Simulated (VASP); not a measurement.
Write the native input for VASP 6.6.1 that does the following.

```yaml
Task: single point
Functional: r2SCAN
Potentials_or_basis: VASP PAW PBE potentials, release 64 (Sn_d, O)
Cutoff: 520 eV
k_mesh: 6 × 6 × 8
Occupations: gaussian, width 0.05 eV
Spin: no spin polarisation
Dipole_correction: no
Further_INCAR_settings: ALGO = Normal; EDIFF = 1e-06; NBANDS = 35
```

SnO2:

```
Sn O
1.0
     5.04583    0.00000    0.00000
     0.00000    5.04583    0.00000
     0.00000    0.00000    3.20057
Sn O
2 4
Direct
  0.00000 0.00000 0.00000
  0.50000 0.50000 0.50000
  0.30589 0.30589 0.00000
  0.19411 0.80589 0.50000
  0.69411 0.69411 0.00000
  0.80589 0.19411 0.50000
```

This cell differs from its parent crystal: strain +0.0600 x Voigt [1, 1, 0, 0, 0, 0].

The input as run:

POSCAR

```
SnO2
1.0
    5.0458294659      0.0000000000      0.0000000000
    0.0000000000      5.0458294659      0.0000000000
    0.0000000000      0.0000000000      3.2005650988
Sn O
2 4
Direct
    0.0000000000      0.0000000000      0.0000000000
    0.5000000000      0.5000000000      0.5000000000
    0.3058934984      0.3058934984      0.0000000000
    0.1941065016      0.8058934984      0.5000000000
    0.6941065016      0.6941065016      0.0000000000
    0.8058934984      0.1941065016      0.5000000000
```

INCAR.step1

```
PREC = Accurate ; ENCUT = 520
ISMEAR = 0 ; SIGMA = 0.05
LREAL = F ; LASPH = T
NELM = 100 ; NBANDS = 35
GGA = PE ; ALGO = Normal
EDIFF = 1E-4 ; LWAVE = T
LCHARG = F
```

INCAR.step2

```
PREC = Accurate ; ENCUT = 520
EDIFF = 1E-6 ; ISMEAR = 0
SIGMA = 0.05 ; LREAL = F
LASPH = T ; NELM = 100
ALGO = Normal ; ISIF = 2
LWAVE = F ; LCHARG = T
METAGGA = R2SCAN ; LMIXTAU = T
LELF = T ; LVHAR = T
NBANDS = 35 ; ISTART = 1
```

KPOINTS

```
regular mesh
0
Gamma
  6 6 8
```

Potentials or basis: VASP PAW PBE potentials, release 64 (Sn_d, O).

Launch:

```sh
$ cat potpaw_PBE.64/Sn_d/POTCAR potpaw_PBE.64/O/POTCAR > POTCAR
$ cp INCAR.step1 INCAR
$ mpirun -np 1 vasp_std > vasp.out
$ cp INCAR.step2 INCAR
$ mpirun -np 1 vasp_std > vasp.out
```

It gave:

```
Pressure               : -16.4 GPa
Largest force          : 0.456 eV/Å
Band gap on the k mesh : 0.73 eV
```

Caveat: the cell differs from its parent crystal (strain +0.0600 x Voigt [1, 1, 0, 0, 0, 0]); the stress differs along the axes, from -18 to -13 GPa; semilocal functionals underestimate gaps, and a narrow one can read as zero; the PAW data sets were made with another functional, which shifts forces and pressure a little; spin-orbit coupling is left out, which moves the levels of the heavy elements.

Run time: 7.3 min on 1 thread of Intel Xeon 8259CL, with other jobs on the host, peak memory 0.27 GiB.
